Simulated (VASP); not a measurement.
# GaN (I-4m2) in VASP: a series of runs

Runs on GaN. Level: r2SCAN. Tasks: single point.

All numbers are computed with VASP 6.6.1; they aren't measurements. Logs are shortened: lines on timing, memory, paths and dates and some standing lists are left out, and cuts for length are marked.

## Step 1: The cell of the first run

The structure is tetragonal, space group I-4m2 (No. 119). The conventional cell has a = 3.187 Å, b = 3.187 Å, c = 4.056 Å, α = 90.00°, β = 90.00°, γ = 90.00°. Within 2.5 Å of Ga (site symmetry -4m2) lie 4 N at 1.89 Å. Within 2.5 Å of N (site symmetry -4m2) lie 4 Ga at 1.89 Å.

## Step 2: Single point, r2SCAN (strain -0.1000 x Voigt [0, 0, 1, 0, 0, 0])

POSCAR

```
GaN
1.0
    0.0000000000      2.2535006075      2.0281505468
    2.2535006075      0.0000000000      2.0281505468
    2.2535006075      2.2535006075      0.0000000000
Ga N
1 1
Direct
    0.0000000000      0.0000000000      0.0000000000
    0.7500000000      0.7500000000      0.7500000000
```

INCAR.step1

```
ALGO     = Normal         # electronic algorithm
EDIFF    = 1E-4           # SCF threshold, eV
ENCUT    = 520            # plane-wave cutoff, eV
GGA      = PE             # functional
ISMEAR   = 0              # smearing method
LASPH    = True           # aspherical terms in the spheres
LCHARG   = False          # write CHGCAR
LREAL    = False          # projectors in reciprocal space
LWAVE    = True           # write WAVECAR
NBANDS   = 16             # bands
NELM     = 100            # most SCF steps
PREC     = Accurate       # precision mode
SIGMA    = 0.05           # smearing width, eV
```

INCAR.step2

```
ALGO     = Normal         # electronic algorithm
EDIFF    = 1E-7           # SCF threshold, eV
ENCUT    = 520            # plane-wave cutoff, eV
ISIF     = 2              # what is computed and relaxed
ISMEAR   = 0              # smearing method
ISTART   = 1            
LASPH    = True           # aspherical terms in the spheres
LCHARG   = False          # write CHGCAR
LMIXTAU  = True         
LREAL    = False          # projectors in reciprocal space
LWAVE    = False          # write WAVECAR
METAGGA  = R2SCAN         # meta-GGA
NBANDS   = 16             # bands
NELM     = 100            # most SCF steps
PREC     = Accurate       # precision mode
SIGMA    = 0.05           # smearing width, eV
```

KPOINTS

```
k-points
0
Gamma
  10 10 10
```

Potentials or basis: VASP PAW PBE potentials, release 64 (Ga_d, N).

Started as:

```console
$ cat potpaw_PBE.64/Ga_d/POTCAR potpaw_PBE.64/N/POTCAR > POTCAR
$ cp INCAR.step1 INCAR
$ mpirun -np 1 vasp_std > vasp.out
$ cp INCAR.step2 INCAR
$ mpirun -np 1 vasp_std > vasp.out
```

OUTCAR:

```text
EDIFF = 1E-7
   ENCUT = 520
   ISIF = 2
   ISMEAR = 0
   ISTART = 1
   LASPH = True
   LREAL = False
   METAGGA = R2SCAN
   NELM = 100
   PREC = Accurate

 ion  position               nearest neighbor table
   1  0.000  0.000  0.000-   2 1.89   2 1.89   2 1.89   2 1.89
   2  0.750  0.750  0.750-   1 1.89   1 1.89   1 1.89   1 1.89

  LATTYP: Found a body centered tetragonal cell.
 ALAT       =     3.1869311219
 C/A-ratio  =     1.2727922062

  Lattice vectors:

 A1 = (   0.0000000000,  -2.2535006075,  -2.0281505468)
 A2 = (   0.0000000000,   2.2535006075,  -2.0281505468)
 A3 = (   2.2535006075,   0.0000000000,   2.0281505468)

Analysis of symmetry for initial positions (statically):
=====================================================================
 Subroutine PRICEL returns:
 Original cell was already a primitive cell.

 Routine SETGRP: Setting up the symmetry group for a
 body centered tetragonal supercell.

 Subroutine GETGRP returns: Found  8 space group operations
 (whereof  8 operations were pure point group operations)
 out of a pool of 16 trial point group operations.

The static configuration has the point symmetry D_2d.

Analysis of symmetry for dynamics (positions and initial velocities):
=====================================================================
 Subroutine PRICEL returns:
 Original cell was already a primitive cell.

 Routine SETGRP: Setting up the symmetry group for a
 body centered tetragonal supercell.

 Subroutine GETGRP returns: Found  8 space group operations
 (whereof  8 operations were pure point group operations)
 out of a pool of 16 trial point group operations.

The dynamic configuration has the point symmetry D_2d.

 Subroutine INISYM returns: Found  8 space group operations
 (whereof  8 operations are pure point group operations),
 and found     1 'primitive' translations

----------------------------------------------------------------------------------------

                                     Primitive cell

  volume of cell :      20.5990

  direct lattice vectors                    reciprocal lattice vectors
     0.000000000  2.253500607  2.028150547    -0.221877020  0.221877020  0.246530023
     2.253500607  0.000000000  2.028150547     0.221877020 -0.221877020  0.246530023
     2.253500607  2.253500607  0.000000000     0.221877020  0.221877020 -0.246530023

  length of vectors
     3.031774996  3.031774996  3.186931122     0.399043702  0.399043702  0.399043702

  position of ions in fractional coordinates (direct lattice)
     0.000000000  0.000000000  0.000000000
     0.750000000  0.750000000  0.750000000

  ion indices of the primitive-cell ions
   primitive index   ion index
                 1           1
                 2           2

----------------------------------------------------------------------------------------

 KPOINTS: k-points

Automatic generation of k-mesh.
 Grid dimensions read from file:
 generate k-points for:   10   10   10

 Generating k-lattice:

  Cartesian coordinates                     Fractional coordinates (reciprocal lattice)
    -0.022187702  0.022187702  0.024653002     0.100000000  0.000000000  0.000000000
     0.022187702 -0.022187702  0.024653002     0.000000000  0.100000000  0.000000000
     0.022187702  0.022187702 -0.024653002     0.000000000  0.000000000  0.100000000

  Length of vectors
     0.039904370  0.039904370  0.039904370

  Shift w.r.t. Gamma in fractional coordinates (k-lattice)
     0.000000000  0.000000000  0.000000000

 Subroutine IBZKPT returns following result:
 ===========================================

 Found    102 irreducible k-points:

 Following reciprocal coordinates:
            Coordinates               Weight
  0.000000  0.000000  0.000000      1.000000
  0.100000  0.000000  0.000000      8.000000
  0.200000  0.000000  0.000000      8.000000
  0.300000  0.000000  0.000000      8.000000
  0.400000  0.000000  0.000000      8.000000
  0.500000  0.000000  0.000000      4.000000
[... 16 lines left out ...]
  0.300000  0.300000  0.000000      2.000000
  0.400000  0.300000  0.000000      8.000000
 [... further k-points ...]
   k-points           NKPTS =    102   k-points in BZ     NKDIM =    102   number of bands    NBANDS=     16
   number of dos      NEDOS =    301   number of ions     NIONS =      2
   total plane-waves  NPLWV =  13824
   dimension x,y,z NGX =    24 NGY =   24 NGZ =   24
   dimension x,y,z NGXF=    48 NGYF=   48 NGZF=   48
   ions per type =               1   1
   NGX,Y,Z   is equivalent  to a cutoff of  13.16, 13.16, 12.52 a.u.
   NGXF,Y,Z  is equivalent  to a cutoff of  26.32, 26.32, 25.04 a.u.
 SYSTEM =  unknown system
   PREC   = accura    normal or accurate (medium, high low for compatibility)
   ISTART =      1    job   : 0-new  1-cont  2-samecut
   ICHARG =      0    charge: 1-file 2-atom 10-const
   ISPIN  =      1    spin polarized calculation?
   LNONCOLLINEAR =      F non collinear calculations
   LSORBIT =      F    spin-orbit coupling
   LASPH  =      T    aspherical Exc in radial PAW
   ENCUT  =  520.0 eV  38.22 Ry    6.18 a.u.   5.64  5.64  5.93*2*pi/ulx,y,z
   NELM   =    100;   NELMIN=  2; NELMDL=  0     # of ELM steps
   EDIFF  = 0.1E-06   stopping-criterion for ELM
   LREAL  =      F    real-space projection
   EDIFFG = 0.1E-05   stopping-criterion for IOM
   NSW    =      0    number of steps for IOM
   IBRION =     -1    ionic relax: 0-MD 1-quasi-New 2-CG
   NFREE  =      0    steps in history (QN), initial steepest desc. (CG)
   ISIF   =      2    stress and relaxation
   ISYM   =      2    0-nonsym 1-usesym 2-fastsym
   POTIM  = 0.5000    time-step for ionic-motion
   TEBEG  =    0.0;   TEEND  =   0.0 temperature during run
   PSTRESS=    0.0 pullay stress
   NELECT =      18.0000    total number of electrons
   NUPDOWN=      -1.0000    fix difference up-down
   EMIN   =  10.00;   EMAX   =-10.00  energy-range for DOS
   EFERMI =   0.00;   METHOD = LEGACY
   ISMEAR =     0;   SIGMA  =   0.05  broadening in eV -4-tet -1-fermi 0-gaus
   EFERMI_NEDOS =   21; number of points for ismear=-14 and -15
   IALGO  =     38    algorithm
   IMIX   =      4    mixing-type and parameters
     AMIX     =   0.40;   BMIX     =  1.00
     AMIX_MAG =   1.60;   BMIX_MAG =  1.00
  volume/ion in A,a.u.               =      10.30        69.50
  Fermi-wavevector in a.u.,A,eV,Ry     =   1.565130  2.957667 33.329276  2.449633
  Thomas-Fermi vector in A             =   2.667652
   LORBIT       =      0    0 simple, 1 ext, 2 COOP (PROOUT), +10 PAW based schemes
   METAGGA = R2SCAN    functional components
   LHFCALC =     F    Hartree Fock is set to
   AEXX    =    0.0000 exact exchange contribution
   IVDW    =     0    specifies the selected vdW correction
   LEPSILON=     F    determine dielectric tensor
   LRPA    =     F    only Hartree local field effects (RPA)
 non-spin polarized calculation
 Gauss-broadening in eV      SIGMA  =   0.05
  energy-cutoff  :      520.00
  volume of cell :       20.60
 maximum number of plane-waves:       568
   NGX = 11   NGY = 11   NGZ = 11

 number of electron      17.9999990 magnetization

 Free energy of the ion-electron system (eV)
  ---------------------------------------------------
  ext. energy  EPLUGINS =         0.00000000
  ---------------------------------------------------
  free energy    TOTEN  =       -21.68535593 eV

  energy without entropy =      -21.68535593  energy(sigma->0) =      -21.68535593

 E-fermi :   6.8089     XC(G=0): -13.2792

 val. band max:        6.5078524194   @ k =   0.0000   0.0000   0.0000
 cond. band min:       9.0460274711   @ k =   0.0000   0.0000   0.0000
 fundamental gap:      2.5381750518
 Fermi energy:         6.8088941311

 k-point     1 :       0.0000    0.0000    0.0000
  band No.  band energies     occupation
      1     -11.4459      2.00000
      2      -7.7769      2.00000
      3      -7.7769      2.00000
      4      -7.6621      2.00000
      5      -7.2903      2.00000
      6      -7.2645      2.00000
[... 8 lines left out ...]
     15      25.6447      0.00000
     16      25.9954      0.00000

 k-point     2 :       0.1000    0.0000    0.0000
  band No.  band energies     occupation
      1     -11.3109      2.00000
      2      -7.7588      2.00000
      3      -7.7455      2.00000
      4      -7.6426      2.00000
      5      -7.2885      2.00000
      6      -7.2680      2.00000
[... 8 lines left out ...]
     15      24.4361      0.00000
     16      27.3443      0.00000

 k-point     3 :       0.2000    0.0000    0.0000
  band No.  band energies     occupation
      1     -10.9552      2.00000
      2      -7.7180      2.00000
      3      -7.6554      2.00000
      4      -7.5482      2.00000
      5      -7.2757      2.00000
      6      -7.2700      2.00000
[... 8 lines left out ...]
     15      23.9407      0.00000
     16      26.5918      0.00000

 k-point     4 :       0.3000    0.0000    0.0000
  band No.  band energies     occupation
      1     -10.5314      2.00000
      2      -7.6841      2.00000
      3      -7.5950      2.00000
      4      -7.3108      2.00000
      5      -7.2407      2.00000
      6      -7.1440      2.00000
[... 8 lines left out ...]
     15      25.2044      0.00000
     16      26.2123      0.00000
[... 324 lines left out ...]
 k-point    22 :      -0.2000    0.2000    0.0000
  band No.  band energies     occupation
      1     -10.4322      2.00000
      2      -7.6309      2.00000
      3      -7.5683      2.00000
      4      -7.3139      2.00000
      5      -7.2954      2.00000
      6      -7.0637      2.00000
[... 8 lines left out ...]
     15      24.8846      0.00000
     16      30.1855      0.00000

 k-point    23 :       0.3000    0.3000    0.0000
  band No.  band energies     occupation
      1     -10.1965      2.00000
      2      -7.5918      2.00000
      3      -7.5087      2.00000
      4      -7.5087      2.00000
      5      -7.1896      2.00000
      6      -6.7528      2.00000
[... 8 lines left out ...]
     15      28.6295      0.00000
     16      30.6720      0.00000

 k-point    24 :       0.4000    0.3000    0.0000
  band No.  band energies     occupation
      1     -10.0054      2.00000
      2      -7.6077      2.00000
      3      -7.4559      2.00000
      4      -7.4484      2.00000
      5      -7.1672      2.00000
      6      -6.2567      2.00000
[... 8 lines left out ...]
     15      29.7177      0.00000
     16      30.8627      0.00000

 [... further k-points ...]

------------------------ aborting loop because EDIFF is reached ----------------------------------------

  FORCE on cell =-STRESS in cart. coord.  units (eV):
  Direction    XX          YY          ZZ          XY          YZ          ZX
  --------------------------------------------------------------------------------------
  -------------------------------------------------------------------------------------
  Total        2.7594345      2.7594345      3.8872382      0.0000000      0.0000000      0.0000000
  in kB      214.6273804    214.6273804    302.3473684      0.0000000      0.0000000      0.0000000
  external PRESSURE =     243.8673764 kB  Pullay stress =       0.0000000 kB

 VOLUME and BASIS-vectors are now :
 -----------------------------------------------------------------------------
  energy-cutoff  :      520.00
  volume of cell :       20.60
      direct lattice vectors                 reciprocal lattice vectors
     0.000000000  2.253500607  2.028150547    -0.221877020  0.221877020  0.246530023
     2.253500607  0.000000000  2.028150547     0.221877020 -0.221877020  0.246530023
     2.253500607  2.253500607  0.000000000     0.221877020  0.221877020 -0.246530023

 POSITION                                       TOTAL-FORCE (eV/Angst)
 -----------------------------------------------------------------------------------
      0.00000      0.00000      0.00000        -0.000000     -0.000000     -0.000000
      3.38025      3.38025      3.04223         0.000000      0.000000      0.000000
 -----------------------------------------------------------------------------------
    total drift:                               -0.000010     -0.000010     -0.000003

  FREE ENERGIE OF THE ION-ELECTRON SYSTEM (eV)
  ---------------------------------------------------
  free  energy   TOTEN  =       -21.6853559301 eV

  energy  without entropy=      -21.6853559301  energy(sigma->0) =      -21.68535593
```

Run time: 2.6 min. Hardware: 1 thread of Intel Xeon 8259CL, shared host; peak memory 0.17 GiB.

Results:

| Property | Result |
| --- | --- |
| Free energy | -21.6854 eV |
| Pressure | 24.4 GPa |
| Band gap on the k mesh | 2.54 eV |

Caveat: the cell differs from its parent crystal (strain -0.1000 x Voigt [0, 0, 1, 0, 0, 0]); the cell stands under pressure; the PAW data sets were made with another functional, which shifts forces and pressure a little.

## Step 3: Single point, r2SCAN (strain -0.0750 x Voigt [0, 0, 1, 0, 0, 0])

POSCAR

```
GaN
1.0
    0.0000000000      2.2535006075      2.0844880619
    2.2535006075      0.0000000000      2.0844880619
    2.2535006075      2.2535006075      0.0000000000
Ga N
1 1
Direct
    0.0000000000      0.0000000000      0.0000000000
    0.7500000000      0.7500000000      0.7500000000
```

INCAR.step1

```
SYSTEM = GaN
PREC     = Accurate       ! precision mode
ENCUT    = 520            ! plane-wave cutoff, eV
ISMEAR   = 0              ! smearing method
SIGMA    = 0.05           ! smearing width, eV
LREAL    = .FALSE.        ! projectors in reciprocal space
LASPH    = .TRUE.         ! aspherical terms in the spheres
NELM     = 80             ! most SCF steps
NBANDS   = 16             ! bands
GGA      = PE             ! functional
ALGO     = Normal         ! electronic algorithm
EDIFF    = 1E-4           ! SCF threshold, eV
LWAVE    = .TRUE.         ! write WAVECAR
LCHARG   = .FALSE.        ! write CHGCAR
```

INCAR.step2

```
SYSTEM = GaN
PREC     = Accurate       ! precision mode
ENCUT    = 520            ! plane-wave cutoff, eV
EDIFF    = 1E-6           ! SCF threshold, eV
ISMEAR   = 0              ! smearing method
SIGMA    = 0.05           ! smearing width, eV
LREAL    = .FALSE.        ! projectors in reciprocal space
LASPH    = .TRUE.         ! aspherical terms in the spheres
NELM     = 80             ! most SCF steps
ALGO     = Normal         ! electronic algorithm
ISIF     = 2              ! what is computed and relaxed
LWAVE    = .FALSE.        ! write WAVECAR
LCHARG   = .FALSE.        ! write CHGCAR
METAGGA  = R2SCAN         ! meta-GGA
LMIXTAU  = .TRUE.       
NBANDS   = 16             ! bands
ISTART   = 1
```

KPOINTS

```
Automatic mesh
0
G
  10 10 10
  0 0 0
```

Potentials or basis: VASP PAW PBE potentials, release 64 (Ga_d, N).

Started as:

```console
$ cat potpaw_PBE.64/Ga_d/POTCAR potpaw_PBE.64/N/POTCAR > POTCAR
$ cp INCAR.step1 INCAR
$ mpirun -np 1 vasp_std > vasp.out
$ cp INCAR.step2 INCAR
$ mpirun -np 1 vasp_std > vasp.out
```

It took 2.9 min on 1 thread of Intel Xeon 8259CL, shared host; peak memory 0.17 GiB.

It converged, with:

* Free energy: -21.7793 eV
* Pressure: 17.2 GPa
* Band gap on the k mesh: 2.42 eV

Stress tensor (GPa, compression positive):
```
14.69  0.00  0.00
 0.00 14.69  0.00
 0.00  0.00 22.17
```

Levels at points of the mesh, in eV from the valence-band top:
| k point | band 5 | band 6 | band 7 | band 8 | band 9 | band 10 | band 11 | band 12 | band 13 | band 14 |
| --- | --- | --- | --- | --- | --- | --- | --- | --- | --- | --- |
| (0.00, 0.00, 0.00) | -13.71 | -13.70 | -0.32 | -0.32 | 0.00 | 2.42 | 11.20 | 11.43 | 11.43 | 19.27 |
| (0.50, 0.00, 0.00) | -13.62 | -12.55 | -7.89 | -1.61 | -1.02 | 5.35 | 9.69 | 10.58 | 12.09 | 16.88 |
| (0.50, 0.50, 0.00) | -13.58 | -11.88 | -6.15 | -3.70 | -3.70 | 3.26 | 6.55 | 13.87 | 15.29 | 15.29 |
| (0.50, 0.00, 0.50) | -13.62 | -12.34 | -7.06 | -3.08 | -3.00 | 3.81 | 7.99 | 12.54 | 14.74 | 16.75 |

Caveat: the cell differs from its parent crystal (strain -0.0750 x Voigt [0, 0, 1, 0, 0, 0]); the cell stands under pressure; the PAW data sets were made with another functional, which shifts forces and pressure a little.

(Part 1 of 2 ends here.)
